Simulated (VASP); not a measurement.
# NbCd3 (Pm-3m) in VASP: settings compared, part 2 of 2

VASP 6.6.1. The steps go on from the part before.

**4. Single point, PBE**

This run uses another cell than the first one, of 20.00 Å³/atom, 1.091 times its volume.

Contents of INCAR:

```
SYSTEM = NbCd3
PREC     = Accurate       ! precision mode
ENCUT    = 520            ! plane-wave cutoff, eV
EDIFF    = 1E-7           ! SCF threshold, eV
ISMEAR   = -1             ! smearing method
SIGMA    = 0.1            ! smearing width, eV
LREAL    = .False.        ! projectors in reciprocal space
LASPH    = .True.         ! aspherical terms in the spheres
NELM     = 100            ! most SCF steps
ALGO     = Normal         ! electronic algorithm
ISIF     = 2              ! what is computed and relaxed
LWAVE    = .False.        ! write WAVECAR
LCHARG   = .False.        ! write CHGCAR
GGA      = PE             ! functional
NBANDS   = 32             ! bands
```

Contents of KPOINTS:

```
Automatic mesh
0
Gamma
  8 8 8
  0 0 0
```

Contents of POSCAR:

```
NbCd3
1.0
    4.3086947806      0.0000000000      0.0000000000
    0.0000000000      4.3086947806      0.0000000000
    0.0000000000      0.0000000000      4.3086947806
Nb Cd
1 3
Direct
    0.0000000000      0.0000000000      0.0000000000
    0.0000000000      0.5000000000      0.5000000000
    0.5000000000      0.0000000000      0.5000000000
    0.5000000000      0.5000000000      0.0000000000
```

Potentials or basis: VASP PAW PBE potentials, release 64 (Nb_sv, Cd).

Launch:

```bash
cat potpaw_PBE.64/Nb_sv/POTCAR potpaw_PBE.64/Cd/POTCAR > POTCAR
mpirun -np 1 vasp_std > vasp.out
```

OUTCAR:

```text
SYSTEM = NbCd3
   PREC = Accurate
   ENCUT = 520
   EDIFF = 1E-7
   ISMEAR = -1
   LREAL = .False.
   LASPH = .True.
   NELM = 100
   ISIF = 2
   GGA = PE

 ion  position               nearest neighbor table
   1  0.000  0.000  0.000-   2 3.05   3 3.05   4 3.05   2 3.05   3 3.05   2 3.05   4 3.05   2 3.05
                             3 3.05   4 3.05   3 3.05   4 3.05
   2  0.000  0.500  0.500-   1 3.05   3 3.05   4 3.05   1 3.05   4 3.05   1 3.05   3 3.05   1 3.05
                             3 3.05   4 3.05   4 3.05   3 3.05
   3  0.500  0.000  0.500-   1 3.05   2 3.05   4 3.05   1 3.05   4 3.05   2 3.05   4 3.05   4 3.05
                             1 3.05   2 3.05   1 3.05   2 3.05
   4  0.500  0.500  0.000-   1 3.05   2 3.05   3 3.05   2 3.05   3 3.05   1 3.05   3 3.05   3 3.05
                             1 3.05   2 3.05   2 3.05   1 3.05

  LATTYP: Found a simple cubic cell.
 ALAT       =     4.3086947806

  Lattice vectors:

 A1 = (   4.3086947806,   0.0000000000,   0.0000000000)
 A2 = (   0.0000000000,   4.3086947806,   0.0000000000)
 A3 = (   0.0000000000,   0.0000000000,   4.3086947806)

Analysis of symmetry for initial positions (statically):
=====================================================================
[... 171 lines left out ...]
  free energy    TOTEN  =       -11.90771657 eV

  energy without entropy =      -11.84540579  energy(sigma->0) =      -11.87656118

 E-fermi :   4.6976     XC(G=0): -11.5964

 val. band max:        4.6733757113   @ k =   0.1250   0.0000   0.0000
 cond. band min:       4.7469576135   @ k =   0.2500   0.2500   0.1250
 fundamental gap:      0.0735819022
 Fermi energy:         4.6976201603

 k-point     1 :       0.0000    0.0000    0.0000
  band No.  band energies     occupation
      1     -50.3151      2.00000
      2     -26.3615      2.00000
      3     -26.3615      2.00000
      4     -26.3615      2.00000
      5      -4.7472      2.00000
      6      -4.5561      2.00000
[... 829 lines left out ...]
     31      10.7091      0.00000
     32      12.0341      0.00000

 [... further k-points ...]
[... 5 lines left out ...]
  --------------------------------------------------------------------------------------
  -------------------------------------------------------------------------------------
  Total        0.1805474      0.1805474      0.1805474      0.0000000      0.0000000      0.0000000
  in kB        3.6163017      3.6163017      3.6163017      0.0000000      0.0000000      0.0000000
  external PRESSURE =       3.6163017 kB  Pullay stress =       0.0000000 kB

 VOLUME and BASIS-vectors are now :
 -----------------------------------------------------------------------------
  energy-cutoff  :      520.00
  volume of cell :       79.99
      direct lattice vectors                 reciprocal lattice vectors
     4.308694781  0.000000000  0.000000000     0.232088846  0.000000000  0.000000000
     0.000000000  4.308694781  0.000000000     0.000000000  0.232088846  0.000000000
     0.000000000  0.000000000  4.308694781     0.000000000  0.000000000  0.232088846

 POSITION                                       TOTAL-FORCE (eV/Angst)
 -----------------------------------------------------------------------------------
      0.00000      0.00000      0.00000         0.000000      0.000000      0.000000
      0.00000      2.15435      2.15435         0.000000      0.000000      0.000000
      2.15435      0.00000      2.15435         0.000000      0.000000      0.000000
      2.15435      2.15435      0.00000         0.000000      0.000000      0.000000
 -----------------------------------------------------------------------------------
    total drift:                                0.000000     -0.000000     -0.000000

  FREE ENERGIE OF THE ION-ELECTRON SYSTEM (eV)
  ---------------------------------------------------
  free  energy   TOTEN  =       -11.9077165672 eV

  energy  without entropy=      -11.8454057918  energy(sigma->0) =      -11.87656118
```

OSZICAR:

```text
N       E                     dE             d eps       ncg     rms          rms(c)
DAV:   1     0.461774079663E+03    0.46177E+03   -0.25882E+04  2240   0.156E+03
DAV:   2     0.605180955449E+01   -0.45572E+03   -0.44013E+03  2504   0.481E+02
DAV:   3    -0.119682636357E+02   -0.18020E+02   -0.17561E+02  3264   0.949E+01
DAV:   4    -0.126076754598E+02   -0.63941E+00   -0.63692E+00  3184   0.147E+01
DAV:   5    -0.126196142414E+02   -0.11939E-01   -0.11935E-01  3168   0.173E+00    0.860E+00
DAV:   6    -0.120035464922E+02    0.61607E+00   -0.17223E+00  2904   0.108E+01    0.531E+00
DAV:   7    -0.119301417539E+02    0.73405E-01   -0.22672E-01  2920   0.342E+00    0.379E+00
DAV:   8    -0.119087114308E+02    0.21430E-01   -0.80078E-02  2840   0.198E+00    0.103E+00
DAV:   9    -0.119075835943E+02    0.11278E-02   -0.69652E-03  2824   0.669E-01    0.203E-01
DAV:  10    -0.119077424905E+02   -0.15890E-03   -0.11455E-03  2848   0.238E-01    0.558E-02
DAV:  11    -0.119077176961E+02    0.24794E-04   -0.77823E-05  3152   0.713E-02    0.201E-02
DAV:  12    -0.119077166308E+02    0.10653E-05   -0.83500E-06  2904   0.194E-02    0.284E-03
DAV:  13    -0.119077165672E+02    0.63565E-07   -0.53892E-07  2848   0.427E-03
   1 F= -.11907717E+02 E0= -.11876561E+02  d E =-.623108E-01
```

Wall time 32 s (1 thread of Intel Xeon Platinum 8488C (Sapphire Rapids), shared host); peak memory 0.22 GiB.

Results:

```
Free energy : -11.9077 eV
Pressure    : 0.4 GPa
```

**5. The runs side by side**

```csv
level,potentials or basis,cell,gap on the mesh (eV),pressure (GPa)
LDA,"VASP PAW LDA potentials, release 64 (Nb_sv, Cd)","a = 4.185 Å, 4 atoms",none,0.9
PBEsol,"VASP PAW PBE potentials, release 64 (Nb_sv, Cd)","a = 4.232 Å, 4 atoms",none,0.5
PBE,"VASP PAW PBE potentials, release 64 (Nb_sv, Cd)","a = 4.309 Å, 4 atoms",none,0.4
```

Alike in all rows: task single point; no spin polarisation; k mesh 8 × 8 × 8; cutoff (eV) 520; smearing fermi-dirac 0.1 eV.

Caveats: the PAW data sets were made with another functional, which shifts forces and pressure a little (some runs).

Total energies depend on the potentials used, so only differences within one code and one set of settings carry meaning.
